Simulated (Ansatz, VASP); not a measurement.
# Rh in VASP and in Ansatz

```
Rh
1.0
     0.09885    1.95224    1.95224
     1.95224    0.09885    1.95224
     1.95224    1.95224    0.09885
Rh
1
Direct
  0.00000 0.00000 0.00000
```

Alike in both runs: task single point; functional r2SCAN; k mesh 8 × 8 × 8; occupations gaussian, width 0.15 eV; no spin polarisation.

```csv
,VASP,Ansatz
version,VASP 6.6.1,Ansatz 0.2.0
potentials or method,"VASP PAW PBE potentials, release 64 (Rh_sv_GW), cutoff 680 eV","scalar-relativistic, plane waves, PAW"
valence electrons in the cell,17,17
```

|  | VASP | Ansatz | Ansatz less VASP |
| --- | --- | --- | --- |
| gap on the k mesh at the Fermi level (eV) | none | none | - |
| pressure (GPa) | 2.2 | 2.2 | -0.04 |
| traceless stress, the component that is largest in VASP (GPa) | -8.48 | -8.48 | +0.006 |

VASP's potentials were made for PBE, not for r2SCAN. A gap of «none» marks a metal or a gap that the smearing closes. The functional is the same, so the differences come from potentials, cutoffs and numerics.

The k mesh is coarse, so the values compare programs but aren't converged.
